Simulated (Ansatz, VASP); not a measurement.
**P: VASP beside Ansatz**

File INCAR:

```
SYSTEM = P
PREC     = Accurate       ! precision mode
ENCUT    = 520            ! plane-wave cutoff, eV
EDIFF    = 1E-6           ! SCF threshold, eV
ISMEAR   = 0              ! smearing method
SIGMA    = 0.15           ! smearing width, eV
LREAL    = .False.        ! projectors in reciprocal space
LASPH    = .True.         ! aspherical terms in the spheres
NELM     = 60             ! most SCF steps
ALGO     = Normal         ! electronic algorithm
ISIF     = 2              ! what is computed and relaxed
LWAVE    = .False.        ! write WAVECAR
LCHARG   = .False.        ! write CHGCAR
GGA      = PS             ! functional
NBANDS   = 12             ! bands
```

File KPOINTS:

```
Automatic mesh
0
Gamma
  18 18 18
  0 0 0
```

Contents of POSCAR:

```
P
1.0
    1.7743625379      1.0244286889      2.9604551620
   -1.7743625379      1.0244286889      2.9604551620
    0.0000000000     -2.0488573777      2.9604551621
P
2
Direct
    0.2270802500      0.2270802500      0.2270802500
    0.7729197500      0.7729197500      0.7729197500
```

Input for Ansatz:

```yaml
crystal:
  lattice:
    - [1.7743625379, 1.0244286889, 2.960455162]
    - [-1.7743625379, 1.0244286889, 2.960455162]
    - [0.0, -2.0488573777, 2.9604551621]
  atoms:
    - { symbol: P, position: [0.22708025, 0.22708025, 0.22708025] }
    - { symbol: P, position: [0.77291975, 0.77291975, 0.77291975] }
basis:
  ecutwfc: 420
kpoints:
  mp_grid: { grid: [18, 18, 18] }
hamiltonian:
  xc: pbesol
scf:
  occupations: { method: gaussian, width: 0.15 }
output:
  forces: true
  stress: true
  eigenvalues: true
```

Alike in both runs: task single point; functional PBEsol; k mesh 18 × 18 × 18; occupations gaussian, width 0.15 eV; no spin polarisation.

|  | VASP | Ansatz |
| --- | --- | --- |
| version | VASP 6.6.1 | Ansatz 0.2.0 |
| potentials or method | VASP PAW PBE potentials, release 64 (P), cutoff 520 eV | scalar-relativistic, plane waves, PAW |
| valence electrons in the cell | 10 | 10 |

VASP gave:

- gap on the k mesh at the Fermi level (eV): none
- pressure (GPa): -3.7
- traceless stress, the component that is largest in VASP (GPa): 4.26
- rms of the force components (eV/Å): 0.280

Estimate Ansatz's values.

gap on the k mesh at the Fermi level (eV): none; pressure (GPa): -3.7; traceless stress, the component that is largest in VASP (GPa): 4.10; rms of the force components (eV/Å): 0.292.

VASP's potentials were made for PBE, not for PBEsol. Atom by atom the forces differ by 0.012 eV/Å (rms over components). A gap of «none» marks a metal or a gap that the smearing closes. With one functional, cell and mesh, what is left measures potentials, basis and numerics.
